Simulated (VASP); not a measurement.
**Ge: relaxation of cell and atoms with LDA**

Crystal: Ge.

```
Ge
1.0
     2.10231    0.00000    0.00000
     0.00000    2.10231    0.00000
     0.00000    0.00000    2.10231
Ge
1
Direct
  0.00000 0.00000 0.00000
```

```json
{
  "Program": "VASP 6.6.1",
  "Task": "relaxation of cell and atoms",
  "Functional": "LDA",
  "Potentials or basis": "VASP PAW LDA potentials, release 64 (Ge_d)",
  "Cutoff": "600 eV",
  "k mesh": "17 × 17 × 17",
  "Occupations": "fermi-dirac, width 0.1 eV",
  "Spin": "no spin polarisation",
  "Target pressure": "240 GPa",
  "Dipole correction": "no",
  "Further INCAR settings": "ALGO = Normal; EDIFF = 1e-06; IBRION = 2; EDIFFG = -0.005; NSW = 60; ISIF = 3"
}
```

```json
{"Relaxed volume": "9.67 Å³/atom", "Relaxed cell": "a = 2.130 Å, b = 2.130 Å, c = 2.130 Å, α = 90.00°, β = 90.00°, γ = 90.00°", "Space group after relaxing (to 0.05 Å)": "Pm-3m (No. 221)", "Energy change on relaxing (the enthalpy is what falls)": "-609.2 meV/atom", "Ionic steps": "9", "Pressure after relaxing": "239.9 GPa", "Band gap on the k mesh": "zero (band 7 reaches 27.34 eV, above the bottom of band 8 at 14.12 eV)"}
```

Step by step:
| step | energy change (eV) | largest force (eV/Å) | pressure (GPa) | volume (Å³) |
| --- | --- | --- | --- | --- |
| 1 | 0.0000 | 0.0000 | 278.27 | 9.29 |
| 2 | -3.2535 | 0.0000 | 78.16 | 12.61 |
| 3 | -0.6999 | 0.0000 | 233.53 | 9.73 |
| 4 | -0.6008 | 0.0000 | 239.88 | 9.66 |
| 5 | -0.5895 | 0.0000 | 241.30 | 9.66 |
| 6 | -0.5943 | 0.0000 | 241.03 | 9.66 |
| 7 | -0.6087 | 0.0000 | 240.10 | 9.67 |
| 8 | -0.6103 | 0.0000 | 239.64 | 9.67 |
| 9 | -0.6092 | 0.0000 | 239.93 | 9.67 |

Final structure:
```xyz
1
Lattice="2.1304 0.0000 0.0000 0.0000 2.1304 0.0000 0.0000 0.0000 2.1304" Properties=species:S:1:pos:R:3 pbc="T T T"
Ge    0.0000    0.0000    0.0000
```

Levels at points of the mesh, in eV from the Fermi level:
| k point | band 5 | band 6 | band 7 | band 8 | band 9 | band 10 |
| --- | --- | --- | --- | --- | --- | --- |
| (0.00, 0.00, 0.00) | -25.86 | -21.30 | 10.62 | 10.62 | 10.62 | 13.53 |

It took 2.3 min on 1 thread of AMD EPYC 7R13, with other jobs on the host, peak memory 0.11 GiB.

Caveat: the cell is relaxed towards a set pressure, so the enthalpy falls and the energy may rise.
